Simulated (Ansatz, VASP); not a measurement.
**PtSe2 in VASP and in Ansatz**

Contents of INCAR:

```
SYSTEM = PtSe2
ALGO = Normal
EDIFF = 1E-7
ENCUT = 520
GGA = PE
ISIF = 2
ISMEAR = 0
IVDW = 12
LASPH = .True.
LCHARG = .True.
LELF = .True.
LREAL = .False.
LVHAR = .True.
LWAVE = .False.
NBANDS = 18
NELM = 100
PREC = Accurate
SIGMA = 0.15
```

File KPOINTS:

```
k-points
0
Gamma
  12 12 8
  0 0 0
```

POSCAR

```
PtSe2
1.0
    3.7715031150      0.0000000000      0.0000000000
   -1.8857515575      3.2662175080      0.0000000000
    0.0000000000      0.0000000000      4.8219239451
Pt Se
1 2
Direct
    0.0000000000      0.0000000000      0.0000000000
    0.3333333333      0.6666666667      0.3283590974
    0.6666666667      0.3333333333      0.6716409026
```

Input for Ansatz:

```yaml
crystal:
  lattice:
    - [3.771503115, 0.0, 0.0]
    - [-1.8857515575, 3.266217508, 0.0]
    - [0.0, 0.0, 4.8219239451]
  atoms:
    - { symbol: Pt, position: [0.0, 0.0, 0.0] }
    - { symbol: Se, position: [0.3333333333, 0.6666666667, 0.3283590974] }
    - { symbol: Se, position: [0.6666666667, 0.3333333333, 0.6716409026] }
basis:
  ecutwfc: 420
kpoints:
  mp_grid: { grid: [12, 12, 8] }
hamiltonian:
  xc: pbe
  pseudopotentials: { kind: paw, azcp: { folder: soft_1 } }
  dispersion: d3bj
scf:
  occupations: { method: gaussian, width: 0.15 }
output:
  forces: true
  stress: true
  eigenvalues: true
```

Alike in both runs: task single point; functional PBE; dispersion D3(BJ); k mesh 12 × 12 × 8; occupations gaussian, width 0.15 eV; no spin polarisation.

|  | VASP | Ansatz |
| --- | --- | --- |
| version | VASP 6.6.1 | Ansatz 0.2.0 |
| potentials or method | VASP PAW PBE potentials, release 64 (Pt, Se), cutoff 520 eV | scalar-relativistic, plane waves, PAW |
| valence electrons in the cell | 22 | 50 |

|  | VASP | Ansatz | Ansatz less VASP |
| --- | --- | --- | --- |
| gap on the k mesh at the Fermi level (eV) | none | none | - |
| pressure (GPa) | -8.0 | -8.0 | +0.02 |
| traceless stress, the component that is largest in VASP (GPa) | -1.59 | -1.60 | -0.016 |
| rms of the force components (eV/Å) | 1.306 | 1.307 | +0.0008 |

Atom by atom the forces differ by 0.001 eV/Å (rms over components). A gap of «none» marks a metal or a gap that the smearing closes. VASP's potentials hold 22 valence electrons a cell and Ansatz's 50, so a difference there can come from the potentials and not from the codes.

Neither program's run includes spin-orbit coupling.
